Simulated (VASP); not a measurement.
# CdSe (Fm-3m) in VASP: notebook, part 2 of 2

VASP 6.6.1. The steps go on from the part before.

**5. Single point, PBEsol**

This run uses another cell than the first one, of 23.14 Å³/atom, 1.083 times its volume.

INCAR reads:

```
SYSTEM = CdSe
PREC     = Accurate       ! precision mode
ENCUT    = 500            ! plane-wave cutoff, eV
EDIFF    = 1E-6           ! SCF threshold, eV
ISMEAR   = -1             ! smearing method
SIGMA    = 0.05           ! smearing width, eV
LREAL    = .False.        ! projectors in reciprocal space
LASPH    = .True.         ! aspherical terms in the spheres
NELM     = 120            ! most SCF steps
ALGO     = Normal         ! electronic algorithm
ISIF     = 2              ! what is computed and relaxed
LWAVE    = .False.        ! write WAVECAR
LCHARG   = .False.        ! write CHGCAR
GGA      = PS             ! functional
NBANDS   = 16             ! bands
GGA_COMPAT= .False.
```

KPOINTS reads:

```
regular mesh
0
Gamma
  6 6 6
  0 0 0
```

POSCAR reads:

```
CdSe
1.0
    0.0000000000      2.8498059506      2.8498059506
    2.8498059506      0.0000000000      2.8498059506
    2.8498059506      2.8498059506      0.0000000000
Cd Se
1 1
Direct
    0.0000000000      0.0000000000      0.0000000000
    0.5000000000      0.5000000000      0.5000000000
```

Potentials or basis: VASP PAW PBE potentials, release 64 (Cd, Se).

Command:

```
$ cat potpaw_PBE.64/Cd/POTCAR potpaw_PBE.64/Se/POTCAR > POTCAR
$ mpirun -np 1 vasp_std > vasp.out
```

OUTCAR:

```text
SYSTEM = CdSe
   PREC = Accurate
   ENCUT = 500
   EDIFF = 1E-6
   ISMEAR = -1
   LREAL = .False.
   LASPH = .True.
   NELM = 120
   ISIF = 2
   GGA = PS

 ion  position               nearest neighbor table
   1  0.000  0.000  0.000-   2 2.85   2 2.85   2 2.85   2 2.85   2 2.85   2 2.85
   2  0.500  0.500  0.500-   1 2.85   1 2.85   1 2.85   1 2.85   1 2.85   1 2.85

  LATTYP: Found a face centered cubic cell.
 ALAT       =     5.6996119012

  Lattice vectors:

 A1 = (   0.0000000000,   2.8498059506,   2.8498059506)
 A2 = (   2.8498059506,   0.0000000000,   2.8498059506)
 A3 = (   2.8498059506,   2.8498059506,   0.0000000000)

Analysis of symmetry for initial positions (statically):
=====================================================================
 Subroutine PRICEL returns:
 Original cell was already a primitive cell.

 Routine SETGRP: Setting up the symmetry group for a
 face centered cubic supercell.

 Subroutine GETGRP returns: Found 48 space group operations
 (whereof 48 operations were pure point group operations)
 out of a pool of 48 trial point group operations.

The static configuration has the point symmetry O_h .
[... 149 lines left out ...]

  energy without entropy =       -5.97399544  energy(sigma->0) =       -5.97666662

 E-fermi :   2.4047     XC(G=0): -10.3086

 val. band max:        2.3170180184   @ k =  -0.1667   0.1667   0.0000
 cond. band min:       2.4224455958   @ k =   0.0000   0.0000   0.0000
 fundamental gap:      0.1054275774
 Fermi energy:         2.4047197570

 k-point     1 :       0.0000    0.0000    0.0000
  band No.  band energies     occupation
      1     -10.7147      2.00000
      2      -5.5657      2.00000
      3      -5.5657      2.00000
      4      -5.5470      2.00000
      5      -5.5470      2.00000
      6      -5.5470      2.00000
[... 281 lines left out ...]
      3      -5.6100      2.00000
      4      -5.4535      2.00000
      5      -5.3409      2.00000
      6      -4.9477      2.00000
[... 8 lines left out ...]
     15      15.3985      0.00000
     16      17.3204      0.00000

------------------------ aborting loop because EDIFF is reached ----------------------------------------

  FORCE on cell =-STRESS in cart. coord.  units (eV):
  Direction    XX          YY          ZZ          XY          YZ          ZX
  --------------------------------------------------------------------------------------
  -------------------------------------------------------------------------------------
  Total       -0.5762724     -0.5762724     -0.5762724     -0.0000000     -0.0000000      0.0000000
  in kB      -19.9463089    -19.9463089    -19.9463089     -0.0000000     -0.0000000      0.0000000
  external PRESSURE =     -19.9463089 kB  Pullay stress =       0.0000000 kB

 VOLUME and BASIS-vectors are now :
 -----------------------------------------------------------------------------
  energy-cutoff  :      500.00
  volume of cell :       46.29
      direct lattice vectors                 reciprocal lattice vectors
     0.000000000  2.849805951  2.849805951    -0.175450542  0.175450542  0.175450542
     2.849805951  0.000000000  2.849805951     0.175450542 -0.175450542  0.175450542
     2.849805951  2.849805951  0.000000000     0.175450542  0.175450542 -0.175450542

 POSITION                                       TOTAL-FORCE (eV/Angst)
 -----------------------------------------------------------------------------------
      0.00000      0.00000      0.00000        -0.000000      0.000000      0.000000
      2.84981      2.84981      2.84981         0.000000     -0.000000     -0.000000
 -----------------------------------------------------------------------------------
    total drift:                               -0.000000      0.000000      0.000000

  FREE ENERGIE OF THE ION-ELECTRON SYSTEM (eV)
  ---------------------------------------------------
  free  energy   TOTEN  =        -5.9793377906 eV

  energy  without entropy=       -5.9739954433  energy(sigma->0) =       -5.97666662
```

Wall time 6.1 s (1 thread of Intel Xeon 6975P-C (Granite Rapids), shared host); peak memory 0.16 GiB.

What came out:

* Free energy: -5.9793 eV
* Pressure: -2.0 GPa
* Band gap on the k mesh: zero (band 9 reaches 2.32 eV, above the bottom of band 10 at 1.81 eV)

Levels at points of the mesh, in eV from the Fermi level:
| k point | band 5 | band 6 | band 7 | band 8 | band 9 | band 10 | band 11 | band 12 | band 13 | band 14 |
| --- | --- | --- | --- | --- | --- | --- | --- | --- | --- | --- |
| (0.00, 0.00, 0.00) | -7.95 | -7.95 | -0.70 | -0.70 | -0.70 | 0.02 | 8.55 | 8.55 | 8.55 | 9.75 |
| (0.50, 0.00, 0.00) | -7.80 | -7.80 | -5.15 | -0.09 | -0.09 | 2.83 | 5.13 | 5.13 | 6.01 | 11.13 |
| (0.50, 0.50, 0.00) | -7.75 | -7.23 | -4.34 | -2.21 | -2.21 | -0.59 | 5.28 | 9.73 | 10.34 | 10.34 |

Caveat: the PAW data sets were made with another functional, which shifts forces and pressure a little.

**6. Overview**

| cell | gap on the mesh (eV) | pressure (GPa) |
| --- | --- | --- |
| a = 3.924 Å, angles 60.0°, 2 atoms | none | 3.9 |
| a = 3.960 Å, angles 60.0°, 2 atoms | none | 1.6 |
| a = 3.995 Å, angles 60.0°, 2 atoms | none | -0.3 |
| a = 4.030 Å, angles 60.0°, 2 atoms | none | -2.0 |

Alike in all rows: task single point; level PBEsol; potentials or basis VASP PAW PBE potentials, release 64 (Cd, Se); no spin polarisation; k mesh 6 × 6 × 6; cutoff (eV) 500; smearing fermi-dirac 0.05 eV.

Caveats: the PAW data sets were made with another functional, which shifts forces and pressure a little.

Total energies depend on the potentials used, so only differences within one code and one set of settings carry meaning.
